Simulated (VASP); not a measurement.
# AgBr in VASP: further runs

The runs below take AgBr through single point, with RPBE+D3(BJ).

Program: VASP 6.6.1. These are calculated values, not measurements. Logs are shortened: lines on timing, memory, paths and dates and some standing lists are left out, and cuts for length are marked.

### Step 1. The cell of the first run

It takes space group Fm-3m (No. 225, cubic). Conventional cell: a = 5.740 Å, b = 5.740 Å, c = 5.740 Å, α = 90.00°, β = 90.00°, γ = 90.00°. Within 3.8 Å of Ag (site symmetry m-3m) lie 6 Br at 2.87 Å. Within 3.8 Å of Br (site symmetry m-3m) lie 6 Ag at 2.87 Å.

### Step 2. Single point, RPBE+D3(BJ)

INCAR

```
PREC = Accurate
ENCUT = 500
EDIFF = 1E-6
ISMEAR = 0
SIGMA = 0.01
LREAL = False
LASPH = True
NELM = 120
ALGO = Normal
ISIF = 2
LWAVE = False
LCHARG = True
GGA = RP
IVDW = 12
LELF = True
LVHAR = True
NBANDS = 16
GGA_COMPAT = False
```

KPOINTS

```
Automatic mesh
0
Gamma
  6 6 6
```

POSCAR

```
AgBr
1.0
    0.0000000000      2.8701500000      2.8701500000
    2.8701500000      0.0000000000      2.8701500000
    2.8701500000      2.8701500000      0.0000000000
Ag Br
1 1
Direct
    0.0000000000      0.0000000000      0.0000000000
    0.5000000000      0.5000000000      0.5000000000
```

Potentials or basis: VASP PAW PBE potentials, release 64 (Ag, Br).

Launch:

```bash
$ cat potpaw_PBE.64/Ag/POTCAR potpaw_PBE.64/Br/POTCAR > POTCAR
$ mpirun -np 1 vasp_std > vasp.out
```

OUTCAR:

```text
PREC = Accurate
   ENCUT = 500
   EDIFF = 1E-6
   ISMEAR = 0
   LREAL = False
   LASPH = True
   NELM = 120
   ISIF = 2
   GGA = RP
   IVDW = 12
 IVDW          = 12

 ion  position               nearest neighbor table
   1  0.000  0.000  0.000-   2 2.87   2 2.87   2 2.87   2 2.87   2 2.87   2 2.87
   2  0.500  0.500  0.500-   1 2.87   1 2.87   1 2.87   1 2.87   1 2.87   1 2.87

  LATTYP: Found a face centered cubic cell.
 ALAT       =     5.7403000000

  Lattice vectors:

 A1 = (   0.0000000000,   2.8701500000,   2.8701500000)
 A2 = (   2.8701500000,   0.0000000000,   2.8701500000)
 A3 = (   2.8701500000,   2.8701500000,   0.0000000000)

Analysis of symmetry for initial positions (statically):
=====================================================================
 Subroutine PRICEL returns:
 Original cell was already a primitive cell.

 Routine SETGRP: Setting up the symmetry group for a
 face centered cubic supercell.

 Subroutine GETGRP returns: Found 48 space group operations
 (whereof 48 operations were pure point group operations)
 out of a pool of 48 trial point group operations.

The static configuration has the point symmetry O_h .

Analysis of symmetry for dynamics (positions and initial velocities):
=====================================================================
 Subroutine PRICEL returns:
 Original cell was already a primitive cell.

 Routine SETGRP: Setting up the symmetry group for a
 face centered cubic supercell.

 Subroutine GETGRP returns: Found 48 space group operations
 (whereof 48 operations were pure point group operations)
 out of a pool of 48 trial point group operations.

The dynamic configuration has the point symmetry O_h .

 Subroutine INISYM returns: Found 48 space group operations
 (whereof 48 operations are pure point group operations),
 and found     1 'primitive' translations

----------------------------------------------------------------------------------------

                                     Primitive cell

  volume of cell :      47.2872

  direct lattice vectors                    reciprocal lattice vectors
     0.000000000  2.870150000  2.870150000    -0.174206923  0.174206923  0.174206923
     2.870150000  0.000000000  2.870150000     0.174206923 -0.174206923  0.174206923
     2.870150000  2.870150000  0.000000000     0.174206923  0.174206923 -0.174206923

  length of vectors
     4.059005056  4.059005056  4.059005056     0.301735242  0.301735242  0.301735242

  position of ions in fractional coordinates (direct lattice)
     0.000000000  0.000000000  0.000000000
     0.500000000  0.500000000  0.500000000

  ion indices of the primitive-cell ions
   primitive index   ion index
                 1           1
                 2           2

----------------------------------------------------------------------------------------

 KPOINTS: Automatic mesh

Automatic generation of k-mesh.
 Grid dimensions read from file:
 generate k-points for:    6    6    6

 Generating k-lattice:

  Cartesian coordinates                     Fractional coordinates (reciprocal lattice)
    -0.029034487  0.029034487  0.029034487     0.166666667  0.000000000  0.000000000
     0.029034487 -0.029034487  0.029034487     0.000000000  0.166666667  0.000000000
     0.029034487  0.029034487 -0.029034487     0.000000000  0.000000000  0.166666667

  Length of vectors
     0.050289207  0.050289207  0.050289207

  Shift w.r.t. Gamma in fractional coordinates (k-lattice)
     0.000000000  0.000000000  0.000000000

 Subroutine IBZKPT returns following result:
 ===========================================

 Found     16 irreducible k-points:

 Following reciprocal coordinates:
            Coordinates               Weight
  0.000000  0.000000  0.000000      1.000000
  0.166667  0.000000  0.000000      8.000000
  0.333333  0.000000  0.000000      8.000000
  0.500000  0.000000  0.000000      4.000000
  0.166667  0.166667  0.000000      6.000000
  0.333333  0.166667  0.000000     24.000000
[... 8 lines left out ...]
 -0.333333  0.333333  0.166667     24.000000
 -0.333333  0.500000  0.166667     12.000000
   k-points           NKPTS =     16   k-points in BZ     NKDIM =     16   number of bands    NBANDS=     16
   number of dos      NEDOS =    301   number of ions     NIONS =      2
   total plane-waves  NPLWV =  27000
   dimension x,y,z NGX =    30 NGY =   30 NGZ =   30
   dimension x,y,z NGXF=    60 NGYF=   60 NGZF=   60
   ions per type =               1   1
   NGX,Y,Z   is equivalent  to a cutoff of  12.29, 12.29, 12.29 a.u.
   NGXF,Y,Z  is equivalent  to a cutoff of  24.57, 24.57, 24.57 a.u.
 SYSTEM =  unknown system
   PREC   = accura    normal or accurate (medium, high low for compatibility)
   ISTART =      0    job   : 0-new  1-cont  2-samecut
   ICHARG =      2    charge: 1-file 2-atom 10-const
   ISPIN  =      1    spin polarized calculation?
   LNONCOLLINEAR =      F non collinear calculations
   LSORBIT =      F    spin-orbit coupling
   LASPH  =      T    aspherical Exc in radial PAW
   ENCUT  =  500.0 eV  36.75 Ry    6.06 a.u.   7.40  7.40  7.40*2*pi/ulx,y,z
   NELM   =    120;   NELMIN=  2; NELMDL= -5     # of ELM steps
   EDIFF  = 0.1E-05   stopping-criterion for ELM
   LREAL  =      F    real-space projection
   EDIFFG = 0.1E-04   stopping-criterion for IOM
   NSW    =      0    number of steps for IOM
   IBRION =     -1    ionic relax: 0-MD 1-quasi-New 2-CG
   NFREE  =      0    steps in history (QN), initial steepest desc. (CG)
   ISIF   =      2    stress and relaxation
   ISYM   =      2    0-nonsym 1-usesym 2-fastsym
   POTIM  = 0.5000    time-step for ionic-motion
   TEBEG  =    0.0;   TEEND  =   0.0 temperature during run
   PSTRESS=    0.0 pullay stress
   NELECT =      18.0000    total number of electrons
   NUPDOWN=      -1.0000    fix difference up-down
   EMIN   =  10.00;   EMAX   =-10.00  energy-range for DOS
   EFERMI =   0.00;   METHOD = LEGACY
   ISMEAR =     0;   SIGMA  =   0.01  broadening in eV -4-tet -1-fermi 0-gaus
   EFERMI_NEDOS =   21; number of points for ismear=-14 and -15
   IALGO  =     38    algorithm
   IMIX   =      4    mixing-type and parameters
     AMIX     =   0.40;   BMIX     =  1.00
     AMIX_MAG =   1.60;   BMIX_MAG =  1.00
  volume/ion in A,a.u.               =      23.64       159.55
  Fermi-wavevector in a.u.,A,eV,Ry     =   1.186454  2.242074 19.152570  1.407674
  Thomas-Fermi vector in A             =   2.322627
   LORBIT       =      0    0 simple, 1 ext, 2 COOP (PROOUT), +10 PAW based schemes
   GGA     = RP    functional components
   LHFCALC =     F    Hartree Fock is set to
   AEXX    =    0.0000 exact exchange contribution
   IVDW    =    12    specifies the selected vdW correction
   LEPSILON=     F    determine dielectric tensor
   LRPA    =     F    only Hartree local field effects (RPA)
 non-spin polarized calculation
 Gauss-broadening in eV      SIGMA  =   0.01
  energy-cutoff  :      500.00
  volume of cell :       47.29
 maximum number of plane-waves:      1243
 NGX is ok and might be reduce to    30
   NGX = 15   NGY = 15   NGZ = 15

 number of electron      18.0000002 magnetization

 Free energy of the ion-electron system (eV)
  ---------------------------------------------------
  ext. energy  EPLUGINS =         0.00000000
  ---------------------------------------------------
  free energy    TOTEN  =        -4.22110106 eV

  energy without entropy =       -4.22110106  energy(sigma->0) =       -4.22110106

 E-fermi :   3.8016     XC(G=0):  -9.6542

 val. band max:        3.7427996424   @ k =   0.5000   0.0000   0.0000
 cond. band min:       4.5811373954   @ k =   0.0000   0.0000   0.0000
 fundamental gap:      0.8383377530
 Fermi energy:         3.8016492345

 k-point     1 :       0.0000    0.0000    0.0000
  band No.  band energies     occupation
      1     -11.3059      2.00000
      2       0.9715      2.00000
      3       0.9715      2.00000
      4       0.9722      2.00000
      5       0.9722      2.00000
      6       0.9722      2.00000
[... 8 lines left out ...]
     15      15.6764      0.00000
     16      15.6764      0.00000

 k-point     2 :       0.1667    0.0000    0.0000
  band No.  band energies     occupation
      1     -11.2022      2.00000
      2       0.3119      2.00000
      3       0.3815      2.00000
      4       0.3815      2.00000
      5       1.0446      2.00000
      6       1.0446      2.00000
[... 8 lines left out ...]
     15      14.7609      0.00000
     16      15.1496      0.00000

 k-point     3 :       0.3333    0.0000    0.0000
  band No.  band energies     occupation
      1     -10.9806      2.00000
      2      -0.9568      2.00000
      3      -0.2042      2.00000
      4      -0.2042      2.00000
      5       1.1951      2.00000
      6       1.1951      2.00000
[... 8 lines left out ...]
     15      15.8120      0.00000
     16      15.8120      0.00000

 k-point     4 :       0.5000    0.0000    0.0000
  band No.  band energies     occupation
      1     -10.8613      2.00000
      2      -1.4781      2.00000
      3      -0.4152      2.00000
      4      -0.4152      2.00000
      5       1.2733      2.00000
      6       1.2733      2.00000
[... 8 lines left out ...]
     15      16.9459      0.00000
     16      16.9459      0.00000
[... 172 lines left out ...]
 k-point    14 :       0.5000    0.3333    0.1667
  band No.  band energies     occupation
      1     -10.8797      2.00000
      2      -0.8845      2.00000
      3      -0.2022      2.00000
      4       0.1503      2.00000
      5       1.1630      2.00000
      6       1.2759      2.00000
[... 8 lines left out ...]
     15      17.6585      0.00000
     16      18.9637      0.00000

 k-point    15 :      -0.3333    0.3333    0.1667
  band No.  band energies     occupation
      1     -10.8157      2.00000
      2      -0.7861      2.00000
      3      -0.2561      2.00000
      4      -0.2307      2.00000
      5       1.2303      2.00000
      6       1.2927      2.00000
[... 8 lines left out ...]
     15      16.6203      0.00000
     16      18.4470      0.00000

 k-point    16 :      -0.3333    0.5000    0.1667
  band No.  band energies     occupation
      1     -10.8083      2.00000
      2      -0.3625      2.00000
      3      -0.2425      2.00000
      4       0.0951      2.00000
      5       1.3757      2.00000
      6       1.3795      2.00000
[... 8 lines left out ...]
     15      17.4885      0.00000
     16      18.5769      0.00000

------------------------ aborting loop because EDIFF is reached ----------------------------------------

 Edisp (eV)   -2.83576

 E8    (eV) :    -1.7162

  FORCE on cell =-STRESS in cart. coord.  units (eV):
  Direction    XX          YY          ZZ          XY          YZ          ZX
  --------------------------------------------------------------------------------------
  -------------------------------------------------------------------------------------
  Total      -2.60133    -2.60133    -2.60133     0.00000    -0.00000     0.00000
  in kB     -88.13783   -88.13783   -88.13783     0.00000    -0.00000     0.00000
  external pressure =      -88.14 kB  Pullay stress =        0.00 kB

 VOLUME and BASIS-vectors are now :
 -----------------------------------------------------------------------------
  energy-cutoff  :      500.00
  volume of cell :       47.29
      direct lattice vectors                 reciprocal lattice vectors
     0.000000000  2.870150000  2.870150000    -0.174206923  0.174206923  0.174206923
     2.870150000  0.000000000  2.870150000     0.174206923 -0.174206923  0.174206923
     2.870150000  2.870150000  0.000000000     0.174206923  0.174206923 -0.174206923

 POSITION                                       TOTAL-FORCE (eV/Angst)
 -----------------------------------------------------------------------------------
      0.00000      0.00000      0.00000         0.000000      0.000000      0.000000
      2.87015      2.87015      2.87015        -0.000000      0.000000     -0.000000
 -----------------------------------------------------------------------------------
    total drift:                               -0.000000      0.000000      0.000000

  FREE ENERGIE OF THE ION-ELECTRON SYSTEM (eV)
  ---------------------------------------------------
  free  energy   TOTEN  =        -7.0568654733 eV

  energy  without entropy=       -7.0568654733  energy(sigma->0) =       -7.05686547
```

Run time: 9.1 s. Hardware: 1 thread of Intel Xeon 6975P-C (Granite Rapids), shared host; peak memory 0.17 GiB.

Results:

* Free energy: -7.0569 eV
* Pressure: -8.8 GPa
* Band gap on the k mesh: 0.84 eV, indirect (least direct gap 2.78 eV)
* Dispersion energy per atom: -1.418 eV

Caveat: the PAW data sets were made with another functional, which shifts forces and pressure a little. A hybrid or GW would open this gap; RPBE tends to underestimate it.

### Step 3. Single point, RPBE+D3(BJ)

INCAR

```
SYSTEM = AgBr
PREC = Accurate
ENCUT = 500
EDIFF = 1E-6
ISMEAR = 0
SIGMA = 0.01
LREAL = .False.
LASPH = .True.
NELM = 120
ALGO = Normal
ISIF = 2
LWAVE = .False.
LCHARG = .False.
GGA = RP
IVDW = 12
NBANDS = 16
GGA_COMPAT = .False.
```

KPOINTS

```
regular mesh
0
Gamma
  6 6 6
  0 0 0
```

POSCAR, as its differences from that of step 2:

```diff
@@ -9,2 +9,2 @@
     0.0000000000      0.0000000000      0.0000000000
-    0.5000000000      0.5000000000      0.5000000000
+    0.5017420692      0.4982579308      0.5017420692
```

Potentials or basis: VASP PAW PBE potentials, release 64 (Ag, Br).

Launch:

```bash
$ cat potpaw_PBE.64/Ag/POTCAR potpaw_PBE.64/Br/POTCAR > POTCAR
$ mpirun -np 1 vasp_std > vasp.out
```

It took 12 s on 1 thread of Intel Xeon 6975P-C (Granite Rapids), shared host; peak memory 0.18 GiB.

Results (log left out):

```yaml
Free_energy: -7.0568 eV
Pressure: -8.8 GPa
Largest_force: 0.018 eV/Å
Band_gap_on_the_k_mesh: 0.84 eV, indirect (least direct gap 2.78 eV)
Dispersion_energy_per_atom: -1.418 eV
```

Forces on the atoms (eV/Å):
```
Ag   0.000  0.018  0.000
Br   0.000 -0.018  0.000
```

Levels at points of the mesh, in eV from the valence-band top:
```tsv
k point	band 5	band 6	band 7	band 8	band 9	band 10	band 11	band 12	band 13	band 14
(0.00, 0.00, 0.00)	-2.77	-2.77	-1.94	-1.94	-1.94	0.84	9.97	9.97	9.97	11.37
(0.50, 0.00, 0.00)	-2.47	-2.47	-2.13	0.00	0.00	3.90	6.69	6.86	6.86	12.44
(0.50, 0.50, 0.00)	-2.83	-2.61	-2.37	-2.37	-2.26	1.72	7.17	9.22	11.19	11.19
(0.50, 0.00, 0.50)	-2.83	-2.61	-2.37	-2.37	-2.26	1.72	7.17	9.22	11.19	11.19
```

Caveat: the PAW data sets were made with another functional, which shifts forces and pressure a little. RPBE gaps usually lie below the measured ones, often by a third to a half.
